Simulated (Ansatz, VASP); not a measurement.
**Two plane-wave programs on Ca3H2C**

INCAR

```
PREC = Accurate
ENCUT = 600
EDIFF = 1E-6
ISMEAR = 0
SIGMA = 0.1
LREAL = F
LASPH = T
NELM = 60
ALGO = Normal
ISIF = 3
LWAVE = F
LCHARG = F
GGA = PE
IBRION = 2
NSW = 90
EDIFFG = -0.04
```

The input KPOINTS:

```
Automatic mesh
0
Gamma
  6 6 2
```

POSCAR

```
Ca3H2C
1.0
    3.2027543900      0.0000000000      0.0000000000
    0.0000000000      3.2027543900      0.0000000000
    0.0000000000      0.0000000000      9.6082631800
Ca H C
3 2 1
Direct
    0.0000000000      0.0000000000      0.8333333300
    0.0000000000      0.0000000000      0.1666666700
    0.0000000000      0.0000000000      0.5000000000
    0.5000000000      0.5000000000      0.3333333300
    0.5000000000      0.5000000000      0.6666666700
    0.5000000000      0.5000000000      0.0000000000
```

Input for Ansatz:

```yaml
crystal:
  lattice:
    - [3.20275439, 0.0, 0.0]
    - [0.0, 3.20275439, 0.0]
    - [0.0, 0.0, 9.60826318]
  atoms:
    - { symbol: Ca, position: [0.0, 0.0, 0.83333333] }
    - { symbol: Ca, position: [0.0, 0.0, 0.16666667] }
    - { symbol: Ca, position: [0.0, 0.0, 0.5] }
    - { symbol: H, position: [0.5, 0.5, 0.33333333] }
    - { symbol: H, position: [0.5, 0.5, 0.66666667] }
    - { symbol: C, position: [0.5, 0.5, 0.0] }
basis:
  ecutwfc: 420
kpoints:
  mp_grid: { grid: [6, 6, 2] }
hamiltonian:
  xc: pbe
scf:
  occupations: { method: gaussian, width: 0.1 }
  lower_state_search: "off"
output:
  forces: true
  stress: true
  eigenvalues: true
relax:
  adjacent_minimum: "off"
  f_tol: 0.04
  max_steps: 70
  cell: { stress_tol: 0.4 }
```

Alike in both runs: task relaxation of cell and atoms; functional PBE; k mesh 6 × 6 × 2; occupations gaussian, width 0.1 eV; no spin polarisation.

```csv
,VASP,Ansatz
version,VASP 6.6.1,Ansatz 0.2.0
potentials or method,"VASP PAW PBE potentials, release 64 (Ca_sv, H, C), cutoff 600 eV","scalar-relativistic, plane waves, PAW"
valence electrons in the cell,36,36
```

VASP gave:

```
gap on the k mesh at the Fermi level, each at its own relaxed structure (eV) : none
relaxed volume (Å³/atom)                                                     : 16.76
relaxed length of the cell vector where the two differ most in proportion (Å)              : 10.059
```

Task: Estimate Ansatz's values.

Result: gap on the k mesh at the Fermi level, each at its own relaxed structure (eV): none; relaxed volume (Å³/atom): 16.83; relaxed length of the cell vector where the two differ most in proportion (Å): 10.096.

A gap of «none» marks a metal or a gap that the smearing closes.
